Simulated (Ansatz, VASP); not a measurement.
# One calculation of CdSe, two programs

The input INCAR:

```
PREC = Accurate ; ENCUT = 600
EDIFF = 1E-7 ; ISMEAR = -1
SIGMA = 0.05 ; LREAL = False
LASPH = True ; NELM = 60
ALGO = Normal ; ISIF = 3
LWAVE = False ; LCHARG = False
GGA = RE ; IBRION = 2
NSW = 80 ; EDIFFG = -0.02
```

The input KPOINTS:

```
Automatic mesh
0
Gamma
  8 8 8
```

Contents of POSCAR:

```
CdSe
1.0
    0.0000000000      3.0702711986      3.0702711986
    3.0702711986      0.0000000000      3.0702711986
    3.0702711986      3.0702711986      0.0000000000
Cd Se
1 1
Direct
    0.0000000000      0.0000000000      0.0000000000
    0.2500000000      0.2500000000      0.2500000000
```

File input.yaml:

```yaml
crystal:
  lattice:
    - [0.0, 3.0702711986, 3.0702711986]
    - [3.0702711986, 0.0, 3.0702711986]
    - [3.0702711986, 3.0702711986, 0.0]
  atoms:
    - { symbol: Cd, position: [0.0, 0.0, 0.0] }
    - { symbol: Se, position: [0.25, 0.25, 0.25] }
kpoints:
  mp_grid: { grid: [8, 8, 8] }
scf:
  occupations: { method: fermi_dirac, width: 0.05 }
hamiltonian:
  xc: revpbe
  pseudopotentials: { kind: all_electron, lapw: { basis_error: 0.001 } }
output:
  forces: true
  stress: true
relax:
  f_tol: 0.02
  max_steps: 60
  cell: {}
```

Alike in both runs: task relaxation of cell and atoms; functional revPBE; k mesh 8 × 8 × 8; occupations fermi-dirac, width 0.05 eV; no spin polarisation.

```csv
,VASP,Ansatz
version,VASP 6.6.1,Ansatz 0.2.0
potentials or method,"VASP PAW PBE potentials, release 64 (Cd, Se), cutoff 600 eV","all-electron LAPW, scalar-relativistic"
```

Ansatz gave:

* relaxed volume (Å³/atom): 30.67
* relaxed cell length with the largest relative difference (Å): 4.427

Problem. What did VASP give for the same quantities?

Solution. Relaxed volume (Å³/atom): 30.80; relaxed cell length with the largest relative difference (Å): 4.433.

VASP's potentials were made for PBE, not for revPBE. Ansatz ran all-electron here, and VASP with PAW potentials.
